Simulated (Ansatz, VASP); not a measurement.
Given: the input of a run of Ansatz 0.2.0 on GaP.

The input input.yaml:

```yaml
crystal:
  lattice:
    - [0.0, 2.7611126653, 2.7611126653]
    - [2.7611126653, 0.0, 2.7611126653]
    - [2.7611126653, 2.7611126653, 0.0]
  atoms:
    - { symbol: Ga, position: [0.0, 0.0, 0.0] }
    - { symbol: P, position: [0.75, 0.75, 0.75] }
hamiltonian:
  xc: { exchange: b88, correlation: pbe }
  pseudopotentials: { kind: paw }
kpoints:
  mp_grid: { grid: [8, 8, 8] }
scf:
  occupations: { method: fermi_dirac, width: 0.05 }
output:
  forces: true
  stress: true
  eigenvalues: true
```

Potentials or basis: Ansatz PAW.

Run with:

```sh
$ ansatz run input.yaml --threads 2 --pin off --max-ram 5120MiB --backend cpu --events-out ev --progress --plain --runs-dir out
```

Translate it to VASP 6.6.1. Potentials there: VASP PAW PBE potentials, release 64 (Ga_d, P).

As run (the cutoff follows the program's own potentials):

Contents of INCAR:

```
PREC = Accurate
ENCUT = 500
EDIFF = 1E-6
ISMEAR = -1
SIGMA = 0.05
LREAL = F
LASPH = T
NELM = 120
ALGO = Normal
ISIF = 2
LWAVE = F
LCHARG = T
GGA = LIBXC
LIBXC1 = GGA_X_B88
LIBXC2 = GGA_C_PBE
LELF = T
LVHAR = T
NBANDS = 16
GGA_COMPAT = F
```

KPOINTS

```
Automatic mesh
0
Gamma
  8 8 8
```

POSCAR

```
GaP
1.0
    0.0000000000      2.7611126653      2.7611126653
    2.7611126653      0.0000000000      2.7611126653
    2.7611126653      2.7611126653      0.0000000000
Ga P
1 1
Direct
    0.0000000000      0.0000000000      0.0000000000
    0.7500000000      0.7500000000      0.7500000000
```

Potentials or basis: VASP PAW PBE potentials, release 64 (Ga_d, P).

The run is started by

```bash
$ cat potpaw_PBE.64/Ga_d/POTCAR potpaw_PBE.64/P/POTCAR > POTCAR
$ mpirun -np 1 vasp_std > vasp.out
```

Both were run:

|  | VASP | Ansatz | Ansatz less VASP |
| --- | --- | --- | --- |
| gap on the k mesh at the Fermi level (eV) | 1.49 | 1.49 | -0.003 |
| least direct gap on the mesh (eV) | 1.49 | 1.49 | -0.003 |
| pressure (GPa) | -0.9 | -0.7 | +0.12 |

VASP's potentials were made for PBE, not for b88 exchange, pbe correlation.
